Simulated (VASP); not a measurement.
Re, 1 atom in the cell. The structure is cubic, space group Fm-3m (No. 225). The conventional cell has a = 3.880 Å, b = 3.880 Å, c = 3.880 Å, α = 90.00°, β = 90.00°, γ = 90.00°. Within 3.6 Å of Re (site symmetry m-3m) lie 12 Re at 2.74 Å. This isn't the form of Re at room conditions, which is hcp.

* Program: VASP 6.6.1
* Task: single point
* Functional: PBEsol
* Potentials or basis: VASP PAW PBE potentials, release 64 (Re)
* Cutoff: 520 eV
* k mesh: 14 × 14 × 14
* Occupations: fermi-dirac, width 0.1 eV
* Spin: no spin polarisation
* Dipole correction: no
* Further INCAR settings: ALGO = Normal; EDIFF = 1e-07; NBANDS = 10

Potentials or basis: VASP PAW PBE potentials, release 64 (Re).

Run with:

```sh
$ cat potpaw_PBE.64/Re/POTCAR > POTCAR
$ mpirun -np 1 vasp_std > vasp.out
```

Hardware: 1 thread of Intel Xeon 8259CL (shared host).

Question: How long does it take, and how much memory?

Answer: It took 24 s on 1 thread of Intel Xeon 8259CL, on a shared host, peak memory 0.14 GiB. Counts: scf iterations 13, k points 104.
